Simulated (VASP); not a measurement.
## Al4Ag3: single point with PBEsol

The system is Al4Ag3, a slab with vacuum.

```xyz
7
Lattice="2.9264 0.0000 0.0000 -1.4632 2.5343 0.0000 0.0000 0.0000 33.2828" Properties=species:S:1:pos:R:3 pbc="T T T"
Al    0.0000    0.0000   10.0000
Al    0.0000    0.0000   14.4276
Al    0.0000    0.0000   18.7978
Al    0.0000    0.0000   23.2796
Ag    1.4632    0.8448   12.2138
Ag    1.4632    0.8448   16.6133
Ag    1.4632    0.8448   20.9694
```

| Property | Result |
| --- | --- |
| Program | VASP 6.6.1 |
| Task | single point |
| Functional | PBEsol |
| Potentials or basis | VASP PAW PBE potentials, release 64 (Al, Ag) |
| Cutoff | 400 eV |
| k mesh | 12 × 12 × 1 |
| Occupations | gaussian, width 0.1 eV |
| Spin | no spin polarisation |
| Dipole correction | yes |
| Further INCAR settings | ALGO = Normal; EDIFF = 1e-06; NBANDS = 32; NELMDL = -8 |

```json
{
  "Largest force": "0.325 eV/Å",
  "Band gap on the k mesh": "zero (an odd number of electrons rules out a gap without spin polarisation)"
}
```

Forces on the atoms (eV/Å):
```
Al   0.000  0.000 -0.256
Al   0.000  0.000 -0.074
Al   0.000  0.000  0.004
Al   0.000  0.000 -0.001
Ag   0.000  0.000  0.325
Ag   0.000  0.000  0.002
Ag   0.000  0.000 -0.001
```

Levels at points of the mesh, in eV from the Fermi level:
| k point | band 20 | band 21 | band 22 | band 23 | band 24 | band 25 | band 26 | band 27 |
| --- | --- | --- | --- | --- | --- | --- | --- | --- |
| (0.00, 0.00, 0.00) | -4.61 | -4.43 | -2.87 | -2.23 | 1.43 | 2.71 | 3.66 | 4.43 |
| (0.50, 0.00, 0.00) | -2.43 | -2.02 | -1.79 | -1.02 | -0.21 | 1.27 | 1.51 | 2.17 |

It took 6.3 min on 1 thread of Intel Xeon 8259CL, on a shared host, peak memory 0.33 GiB.

Caveat: the PAW data sets were made with another functional, which shifts forces and pressure a little.
